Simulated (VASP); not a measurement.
Input of a VASP 6.6.1 run:

INCAR

```
PREC = Accurate
ENCUT = 520
EDIFF = 1E-6
ISMEAR = -1
SIGMA = 0.05
LREAL = F
LASPH = T
NELM = 100
ALGO = Normal
ISIF = 2
LWAVE = F
LCHARG = F
GGA = PE
NBANDS = 25
```

The input KPOINTS:

```
Automatic mesh
0
Gamma
  8 8 5
```

POSCAR

```
CuO
1.0
    2.3915430000     -1.7476680000      0.0000000000
    2.3915430000      1.7476680000      0.0000000000
   -0.8777654423      0.0000000000      5.0594363927
Cu O
2 2
Direct
    0.4942912759     -0.0057678763      0.5018588787
   -0.0057678763      0.4942912759      0.0018588787
    0.4340380475      0.5544385529      0.7518411213
    0.5544385529      0.4340380475      0.2518411213
```

Potentials or basis: VASP PAW PBE potentials, release 64 (Cu, O).

Command:

```sh
$ cat potpaw_PBE.64/Cu/POTCAR potpaw_PBE.64/O/POTCAR > POTCAR
$ mpirun -np 1 vasp_std > vasp.out
```

Problem. Predict the largest force.

Solution. 0.053 eV/Å.

Problem. Estimate the pressure.

Solution. 1.7 GPa.

Problem. Predict the band gap on the k mesh.

Solution. Zero (bands 17 and 18 overlap by 0.54 eV).

Stress tensor (GPa, compression positive):
```
-1.28  0.00  2.00
 0.00  3.81  0.00
 2.00  0.00  2.46
```

Caveat: the stress differs along the axes, from -1 to 4 GPa; semilocal functionals often make such compounds metallic where correlation or magnetic order opens a gap, which also shifts bond lengths. With open d or f shells a metallic result of PBE can be an artefact of self-interaction; +U or a hybrid may open a gap.
